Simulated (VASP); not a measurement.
Write the native input for VASP 6.6.1 that does the following.

| Property | Result |
| --- | --- |
| Task | single point |
| Functional | LDA |
| Potentials or basis | VASP PAW LDA potentials, release 64 (C_h) |
| Cutoff | 1300 eV |
| k mesh | 10 × 10 × 3 |
| Occupations | gaussian, width 0.05 eV |
| Spin | no spin polarisation |
| Dipole correction | no |
| Further INCAR settings | ALGO = Normal; EDIFF = 1e-06; NBANDS = 31 |

The structure of C lies in POSCAR:

```
C
1.0
   -2.4912907516      0.0000000000      0.0000000000
   -1.2456453758     -2.1575210791      0.0000000000
   -2.1800039722     -1.2586258802     10.2538776052
C
10
Direct
   -0.7765199388     -0.7765199388      0.8741556576
    0.3103499588      0.3103499588      0.7252443424
   -0.0066132467     -0.0066132467      0.1257869493
    0.4571432667      0.4571432667      0.4736130507
   -0.0935407371     -0.0935407371      0.2747969895
    0.5440707571      0.5440707571      0.3246030105
   -0.4724354860     -0.4724354860      0.9242937306
    0.0062655060      0.0062655060      0.6751062694
    0.3559592073      0.3559592073      0.0756656066
    0.0945708127      0.0945708127      0.5237343934
```

This cell differs from its parent crystal: the part above a cut slid along it.

One way to write it, as run:

INCAR

```
PREC = Accurate
ENCUT = 1300
EDIFF = 1E-6
ISMEAR = 0
SIGMA = 0.05
LREAL = F
LASPH = T
NELM = 120
ALGO = Normal
ISIF = 2
LWAVE = F
LCHARG = T
LELF = T
LVHAR = T
NBANDS = 31
GGA_COMPAT = F
```

KPOINTS

```
regular mesh
0
Gamma
  10 10 3
```

Potentials or basis: VASP PAW LDA potentials, release 64 (C_h).

The run is started by

```bash
$ cat potpaw_LDA.64/C_h/POTCAR > POTCAR
$ mpirun -np 1 vasp_std > vasp.out
```

It gave:

```yaml
Pressure: 0.8 GPa
Largest_force: 2.551 eV/Å
Band_gap_on_the_k_mesh: 3.99 eV (least direct gap 5.05 eV)
```

Caveat: the cell differs from its parent crystal (the part above a cut slid along it); forces of over 1 eV/Å act on the atoms, so gaps and moduli don't describe the material at rest.

It took 5.8 min on 1 thread of Intel(R) Xeon(R) Platinum 8488C (Sapphire Rapids), on a shared host, peak memory 0.5 GiB.
